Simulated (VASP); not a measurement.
Set up this calculation in VASP 6.6.1, as the native input.

* Task: single point
* Functional: PBE
* Potentials or basis: VASP PAW PBE potentials, release 64 (Er_3, Al, S), 4f in core
* Cutoff: 500 eV
* k mesh: 12 × 12 × 6
* Occupations: gaussian, width 0.1 eV
* Spin: no spin polarisation
* Dipole correction: no
* Mended: yes
* Further INCAR settings: ALGO = Normal; EDIFF = 1e-06; NBANDS = 20

The structure of ErAlS2 lies in POSCAR:

```
ErAlS2
1.0
    3.9289879393      0.0000000000      0.0000000000
   -1.9644939696      3.4026033666      0.0000000000
    0.0000000000      0.0000000000      9.2513424658
Er Al S
1 1 2
Direct
    0.0000000000      0.0000000000      0.5000000000
    0.0000000000      0.0000000000      0.0000000000
    0.0000000000      0.0000000000      0.2254748790
    0.0000000000      0.0000000000      0.7745251210
```

The input as run:

INCAR

```
SYSTEM = ErAlS2
PREC = Accurate
ENCUT = 500
EDIFF = 1E-6
ISMEAR = 0
SIGMA = 0.1
LREAL = .False.
LASPH = .True.
NELM = 200
ALGO = Normal
ISIF = 2
LWAVE = .False.
LCHARG = .False.
GGA = PE
NBANDS = 20
GGA_COMPAT = .False.
LMAXMIX = 6
```

KPOINTS

```
regular mesh
0
Gamma
  12 12 6
  0 0 0
```

Potentials or basis: VASP PAW PBE potentials, release 64 (Er_3, Al, S), 4f in core.

Run with:

```sh
$ cat potpaw_PBE.64/Er_3/POTCAR potpaw_PBE.64/Al/POTCAR potpaw_PBE.64/S/POTCAR > POTCAR
$ mpirun -np 1 vasp_std > vasp.out
```

It gave:

```json
{
  "Pressure": "0.0 GPa",
  "Largest force": "0.082 eV/Å",
  "Band gap on the k mesh": "zero (bands 12 and 13 overlap by 0.99 eV)"
}
```

Caveat: spin-orbit coupling is left out, which moves the levels of the heavy elements; the 4f electrons are frozen in the core, so they carry no moment and show no levels; the run has no spin polarisation, though such a crystal can be magnetic.

Wall time 100 s on 1 thread of AMD EPYC 9R45 96-Core Processor (Zen 5) (shared host), peak memory 0.33 GiB.
